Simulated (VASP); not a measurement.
A run of VASP 6.6.1 is set up as follows.

INCAR

```
SYSTEM = ZnCu
PREC = Accurate
ENCUT = 520
EDIFF = 1E-7
ISMEAR = 0
SIGMA = 0.1
LREAL = .False.
LASPH = .True.
NELM = 80
ALGO = Normal
ISIF = 2
LWAVE = .False.
LCHARG = .True.
GGA = PE
LELF = .True.
LVHAR = .True.
NBANDS = 18
```

The input KPOINTS:

```
regular mesh
0
Gamma
  14 14 14
  0 0 0
```

The input POSCAR:

```
ZnCu
1.0
    3.0588344777      0.0000000000      0.0000000000
    0.0000000000      3.0588344777      0.0000000000
    0.0000000000      0.0000000000      3.0588344777
Zn Cu
1 1
Direct
    0.5000000000      0.5000000000      0.5000000000
    0.0000000000      0.0000000000      0.0000000000
```

Potentials or basis: VASP PAW PBE potentials, release 64 (Zn, Cu).

The run is started by

```console
$ cat potpaw_PBE.64/Zn/POTCAR potpaw_PBE.64/Cu/POTCAR > POTCAR
$ mpirun -np 1 vasp_std > vasp.out
```

Task: Estimate the pressure.

Result: -8.2 GPa.

Task: What does it give for the band gap on the k mesh?

Result: Zero (an odd number of electrons rules out a gap without spin polarisation).

Caveat: the cell stands under tension.
